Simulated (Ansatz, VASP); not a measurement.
**Two plane-wave programs on MgO**

```
Mg O
1.0
     0.00000    2.13515    2.13515
     2.13515    0.00000    2.13515
     2.13515    2.13515    0.00000
Mg O
1 1
Direct
  0.04391 0.95609 0.04391
  0.50000 0.50000 0.50000
```

Change from the starting cell: all Mg atoms moved +0.188 Å, as atom 1 along Cartesian [0 1 0].

Alike in both runs: task single point; functional r2SCAN; k mesh 10 × 10 × 10; occupations gaussian, width 0.05 eV; no spin polarisation.

|  | VASP | Ansatz |
| --- | --- | --- |
| version | VASP 6.6.1 | Ansatz 0.2.0 |
| potentials or method | VASP PAW PBE potentials, release 64 (Mg_sv, O), cutoff 660 eV | scalar-relativistic, plane waves, PAW |
| valence electrons in the cell | 16 | 16 |

```csv
,VASP,Ansatz,Ansatz less VASP
gap on the k mesh at the Fermi level (eV),5.24,5.21,-0.033
least direct gap on the mesh (eV),5.24,5.21,-0.033
pressure (GPa),-4.4,-3.9,+0.42
"traceless stress, the component that is largest in VASP (GPa)",7.53,7.44,-0.093
rms of the force components (eV/Å),0.636,0.618,-0.0182
```

VASP's potentials were made for PBE, not for r2SCAN. Atom by atom the forces differ by 0.018 eV/Å (rms over components).
